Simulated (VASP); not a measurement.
Write the native input for VASP 6.6.1 that does the following.

| Quantity | Value |
| --- | --- |
| Task | relaxation of cell and atoms |
| Functional | PBE |
| Potentials or basis | VASP PAW PBE potentials, release 64 (Cu, F) |
| Cutoff | 600 eV |
| k mesh | 12 × 12 × 6 |
| Occupations | fermi-dirac, width 0.02 eV |
| Spin | no spin polarisation |
| Dipole correction | no |
| Further INCAR settings | ALGO = Normal; EDIFF = 1e-06; IBRION = 2; EDIFFG = -0.005; NSW = 80; ISIF = 3 |

The structure of CuF lies in POSCAR:

```
CuF
1.0
    2.5690143600      0.0000000000      0.0000000000
   -1.2845071800      2.2248316984      0.0000000000
    0.0000000000      0.0000000000      4.1874934068
Cu F
2 2
Direct
    0.0000000000      0.0000000000      0.0000000000
    0.0000000000      0.0000000000      0.5000000000
    0.3333333333      0.6666666667      0.2500000000
    0.6666666667      0.3333333333      0.7500000000
```

These files were run (other wordings do the same):

INCAR

```
SYSTEM = CuF
PREC = Accurate
ENCUT = 600
EDIFF = 1E-6
ISMEAR = -1
SIGMA = 0.02
LREAL = .FALSE.
LASPH = .TRUE.
NELM = 60
ALGO = Normal
ISIF = 3
LWAVE = .FALSE.
LCHARG = .FALSE.
GGA = PE
IBRION = 2
NSW = 80
EDIFFG = -0.005
```

KPOINTS

```
regular mesh
0
G
  12 12 6
  0 0 0
```

Potentials or basis: VASP PAW PBE potentials, release 64 (Cu, F).

Launch:

```bash
$ cat potpaw_PBE.64/Cu/POTCAR potpaw_PBE.64/F/POTCAR > POTCAR
$ mpirun -np 1 vasp_std > vasp.out
```

Results of the run:

```json
{"Relaxed volume": "11.10 Å³/atom", "Relaxed cell": "a = 3.141 Å, b = 3.141 Å, c = 5.198 Å, α = 90.00°, β = 90.00°, γ = 120.00°", "Space group after relaxing (to 0.1 Å)": "P6_3/mmc (No. 194)", "Pressure after relaxing": "0.0 GPa", "Band gap on the k mesh": "zero (bands 18 and 19 overlap by 0.34 eV)"}
```

Caveat: the volume moved by over 15 % at a fixed basis, so the end points are rough; semilocal functionals underestimate gaps, and a narrow one can read as zero.

Run time: 5.5 min on 1 thread of Intel(R) Xeon(R) Platinum 8488C (Sapphire Rapids), with other jobs on the host, peak memory 0.19 GiB.
